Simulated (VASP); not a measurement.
# TiB in VASP: a series of runs, part 3 of 3

VASP 6.6.1. The steps go on from the part before.

## Step 6: Single point, PBE

This run uses another cell than the first one.

INCAR reads:

```
SYSTEM = TiB
ALGO     = Normal         ! electronic algorithm
DIPOL    = 0.5 0.5 0.294
EDIFF    = 1E-6           ! SCF threshold, eV
ENCUT    = 520            ! plane-wave cutoff, eV
GGA      = PE             ! functional
IDIPOL   = 3            
ISIF     = 2              ! what is computed and relaxed
ISMEAR   = 0              ! smearing method
LASPH    = .True.         ! aspherical terms in the spheres
LCHARG   = .True.         ! write CHGCAR
LDIPOL   = .True.       
LELF     = .True.         ! ELF
LREAL    = .False.        ! projectors in reciprocal space
LVACPOTAV= .True.       
LVHAR    = .True.       
LWAVE    = .False.        ! write WAVECAR
NBANDS   = 14             ! bands
NELM     = 80             ! most SCF steps
PREC     = Accurate       ! precision mode
SIGMA    = 0.1            ! smearing width, eV
```

KPOINTS reads:

```
k-points
0
Gamma
  28 12 1
  0 0 0
```

POSCAR reads:

```
TiB
1.0
    2.0827965465      0.0000000000      0.0000000000
    0.0000000000      4.4765181221      0.0000000000
    0.0000000000      0.0000000000     23.8000000000
Ti B
1 1
Direct
    0.5000000000      0.0000000000      0.2941176471
    0.5000000000      0.5000000000      0.2941176471
```

Potentials or basis: VASP PAW PBE potentials, release 64 (Ti_sv, B).

Launch:

```console
cat potpaw_PBE.64/Ti_sv/POTCAR potpaw_PBE.64/B/POTCAR > POTCAR
mpirun -np 1 vasp_std > vasp.out
```

OUTCAR:

```text
SYSTEM = TiB
   EDIFF = 1E-6
   ENCUT = 520
   GGA = PE
   ISIF = 2
   ISMEAR = 0
   LASPH = .True.
   LREAL = .False.
   NELM = 80
   PREC = Accurate

 ion  position               nearest neighbor table
   1  0.500  0.000  0.294-   2 2.24   2 2.24
   2  0.500  0.500  0.294-   1 2.24   1 2.24

  LATTYP: Found a simple orthorhombic cell.
 ALAT       =     2.0827965465
 B/A-ratio  =     2.1492824777
 C/A-ratio  =    11.4269442399

  Lattice vectors:

 A1 = (   2.0827965465,   0.0000000000,   0.0000000000)
 A2 = (   0.0000000000,   4.4765181221,   0.0000000000)
 A3 = (   0.0000000000,   0.0000000000,  23.8000000000)

Analysis of symmetry for initial positions (statically):
=====================================================================
 Subroutine PRICEL returns:
 Original cell was already a primitive cell.

 Routine SETGRP: Setting up the symmetry group for a
 simple orthorhombic supercell.

 Subroutine GETGRP returns: Found  8 space group operations
 (whereof  4 operations were pure point group operations)
 out of a pool of  8 trial point group operations.

The static configuration has the point symmetry C_2v.
 The point group associated with its full space group is D_2h.

[... 175 lines left out ...]
      1     -59.8084      2.00000
      2     -36.0265      2.00000
      3     -35.9224      2.00000
      4     -33.2923      2.00000
      5     -11.6361      2.00000
      6      -4.8723      2.00000
      7      -4.5935      2.00000
      8      -4.2586      2.00000
      9      -3.3528      1.99887
     10      -2.7530      0.00000
     11       0.5375      0.00000
     12       0.8538      0.00000
     13       1.4931      0.00000
     14       1.7358      0.00000
[... 377 lines left out ...]
      1     -59.1619      2.00000
      2     -36.2314      2.00000
      3     -35.5994      2.00000
      4     -35.4908      2.00000
      5      -9.4207      2.00000
      6      -3.9811      2.00000
      7      -3.5392      2.00000
      8      -1.7074      0.00000
      9      -1.5909      0.00000
     10      -0.6934      0.00000
     11      -0.4697      0.00000
     12       0.1040      0.00000
     13       2.0382      0.00000
     14       3.4097      0.00000

 [... further k-points ...]
[... 5 lines left out ...]
  --------------------------------------------------------------------------------------
  -------------------------------------------------------------------------------------
  Total        0.3284200     -0.0328572     -0.0092935      0.0000000      0.0000000      0.0000000
  in kB        2.3712428     -0.2372337     -0.0671002      0.0000000      0.0000000      0.0000000
  external PRESSURE =       0.6889696 kB  Pullay stress =       0.0000000 kB

 VOLUME and BASIS-vectors are now :
 -----------------------------------------------------------------------------
  energy-cutoff  :      520.00
  volume of cell :      221.90
      direct lattice vectors                 reciprocal lattice vectors
     2.082796547  0.000000000  0.000000000     0.480123708  0.000000000  0.000000000
     0.000000000  4.476518122  0.000000000     0.000000000  0.223387904  0.000000000
     0.000000000  0.000000000 23.800000000     0.000000000  0.000000000  0.042016807

 POSITION                                       TOTAL-FORCE (eV/Angst)
 -----------------------------------------------------------------------------------
      1.04140      0.00000      7.00000         0.000000      0.000000      0.000000
      1.04140      2.23826      7.00000         0.000000      0.000000     -0.000000
 -----------------------------------------------------------------------------------
    total drift:                                0.000000     -0.000000      0.000033

  FREE ENERGIE OF THE ION-ELECTRON SYSTEM (eV)
  ---------------------------------------------------
  free  energy   TOTEN  =       -10.6404598554 eV

  energy  without entropy=      -10.6294355023  energy(sigma->0) =      -10.63494768

 vacuum level on the upper side and lower side of the slab         1.373         1.373
```

OSZICAR:

```text
N       E                     dE             d eps       ncg     rms          rms(c)
DAV:   1     0.809716196779E+02    0.80972E+02   -0.76352E+03  3788   0.774E+02
DAV:   2    -0.212227508755E-01   -0.80993E+02   -0.74626E+02  3874   0.204E+02
DAV:   3    -0.114878401177E+02   -0.11467E+02   -0.10847E+02  5472   0.638E+01
[... 15 lines left out ...]
DAV:  19    -0.106404366916E+02   -0.35712E-04   -0.30677E-06  3324   0.540E-03    0.635E-04
DAV:  20    -0.106404547600E+02   -0.18068E-04   -0.17525E-06  3196   0.274E-03    0.432E-04
DAV:  21    -0.106404579792E+02   -0.32192E-05   -0.16852E-07  2832   0.113E-03    0.278E-04
DAV:  22    -0.106404595604E+02   -0.15812E-05   -0.91628E-08  2502   0.857E-04    0.124E-04
DAV:  23    -0.106404598554E+02   -0.29498E-06   -0.12455E-08  2694   0.361E-04
   1 F= -.10640460E+02 E0= -.10634948E+02  d E =-.110244E-01
```

stdout:

```text
POSCAR found type information on POSCAR TiB
 POSCAR found :  2 types and       2 ions
 scaLAPACK will be used
 LDA part: xc-table for (Slater+PW92), standard interpolation
 POSCAR, INCAR and KPOINTS ok, starting setup
 FFT: planning ... GRIDC
 FFT: planning ... GRID_SOFT
 FFT: planning ... GRID
 WAVECAR not read
 entering main loop
 -----------------------------------------------------------------------------
|                                                                             |
|           W    W    AA    RRRRR   N    N  II  N    N   GGGG   !!!           |
|           W    W   A  A   R    R  NN   N  II  NN   N  G    G  !!!           |
|           W    W  A    A  R    R  N N  N  II  N N  N  G       !!!           |
|           W WW W  AAAAAA  RRRRR   N  N N  II  N  N N  G  GGG   !            |
|           WW  WW  A    A  R   R   N   NN  II  N   NN  G    G                |
|           W    W  A    A  R    R  N    N  II  N    N   GGGG   !!!           |
|                                                                             |
|     Did not find any points to average over, which means that no vacuum     |
|     field-free region was found. Please increase the size of  your cell     |
|     in the dimension of the dipole correction to obtain accurate            |
|     workfunction values.                                                    |
|                                                                             |
 -----------------------------------------------------------------------------
```

It took 3.9 min on 1 thread of Intel Xeon 6975P-C (Granite Rapids), shared host; peak memory 0.54 GiB.

Results:

* Free energy: -10.6405 eV
* Band gap on the k mesh: zero (an odd number of electrons rules out a gap without spin polarisation)

Levels at points of the mesh, in eV from the Fermi level:
```
           k point  band 4  band 5  band 6  band 7  band 8  band 9  band 10  band 11
(0.00, 0.00, 0.00)  -30.17   -8.51   -1.75   -1.47   -1.14   -0.23     0.37     3.66
(0.50, 0.00, 0.00)  -32.08   -2.51   -1.74   -1.69   -1.53    2.72     3.22     4.03
(0.00, 0.50, 0.00)  -30.17   -7.58   -3.82   -2.17   -1.75   -0.04     2.24     3.22
(0.50, 0.50, 0.00)  -32.08   -4.02   -1.65    0.20    0.31    1.12     1.90     3.56
```

Caveat: atoms lie so close that the PAW spheres overlap strongly, which falsifies energies and pressures.

## Step 7: The runs side by side

| spin | cell | k mesh | gap on the mesh (eV) |
| --- | --- | --- | --- |
| off | a = 2.819, b = 3.982, c = 14.000 Å, 2 atoms | 6 × 4 × 1 | none |
| off | a = 1.996, b = 4.508, c = 23.800 Å, 2 atoms | 6 × 4 × 1 | none |
| collinear | a = 1.996, b = 4.508, c = 23.800 Å, 2 atoms | 8 × 4 × 1 | none |
| off | a = 1.996, b = 4.508, c = 23.800 Å, 2 atoms | 28 × 12 × 1 | none |
| off | a = 2.083, b = 4.477, c = 23.800 Å, 2 atoms | 28 × 12 × 1 | none |

Alike in all rows: task single point; level PBE; potentials or basis VASP PAW PBE potentials, release 64 (Ti_sv, B); cutoff (eV) 520; smearing gaussian 0.1 eV.

Caveats: some runs use coarse meshes; atoms lie so close that the PAW spheres overlap strongly, which falsifies energies and pressures (at least some runs).

Total energies depend on the potentials used, so only differences within one code and one set of settings carry meaning.
